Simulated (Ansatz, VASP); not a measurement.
As: VASP beside Ansatz

The input INCAR:

```
SYSTEM = As
  PREC = Accurate
  ENCUT = 520
  EDIFF = 1E-7
  ISMEAR = -1
  SIGMA = 0.08
  LREAL = .FALSE.
  LASPH = .TRUE.
  NELM = 60
  ALGO = Normal
  ISIF = 2
  LWAVE = .FALSE.
  LCHARG = .FALSE.
  GGA = PE
  NBANDS = 12
```

File KPOINTS:

```
regular mesh
0
G
  13 13 13
  0 0 0
```

Contents of POSCAR:

```
As
1.0
    0.0000000000      2.7113766812      2.7113766812
    2.7113766812      0.0000000000      2.7113766812
    2.7113766812      2.7113766812      0.0000000000
As
2
Direct
   -0.1250000000     -0.1250000000     -0.1250000000
    0.1250000000      0.1250000000      0.1250000000
```

Input for Ansatz:

```yaml
crystal:
  lattice:
    - [0.0, 2.7113766812, 2.7113766812]
    - [2.7113766812, 0.0, 2.7113766812]
    - [2.7113766812, 2.7113766812, 0.0]
  atoms:
    - { symbol: As, position: [-0.125, -0.125, -0.125] }
    - { symbol: As, position: [0.125, 0.125, 0.125] }
kpoints:
  mp_grid: { grid: [13, 13, 13] }
scf:
  occupations: { method: fermi_dirac, width: 0.08 }
hamiltonian:
  xc: pbe
  pseudopotentials: { kind: paw, level: accurate }
output:
  forces: true
  stress: true
  eigenvalues: true
```

Alike in both runs: task single point; functional PBE; k mesh 13 × 13 × 13; occupations fermi-dirac, width 0.08 eV; no spin polarisation.

|  | VASP | Ansatz |
| --- | --- | --- |
| version | VASP 6.6.1 | Ansatz 0.2.0 |
| potentials or method | VASP PAW PBE potentials, release 64 (As) | PAW with other files of Ansatz's library (level accurate), scalar-relativistic |
| plane-wave cutoff (eV) | 520 | 580 |
| valence electrons in the cell | 10 | 30 |

Ansatz gave:

| Property | Result |
| --- | --- |
| pressure (GPa) | 32.0 |

Q: What did VASP give for the same quantities?

A: Pressure (GPa): 32.8.

Both programs put the cell under a high pressure, so it lies far from rest at this level. VASP's potentials hold 10 valence electrons a cell and Ansatz's 30, so a difference there can come from the potentials and not from the codes.
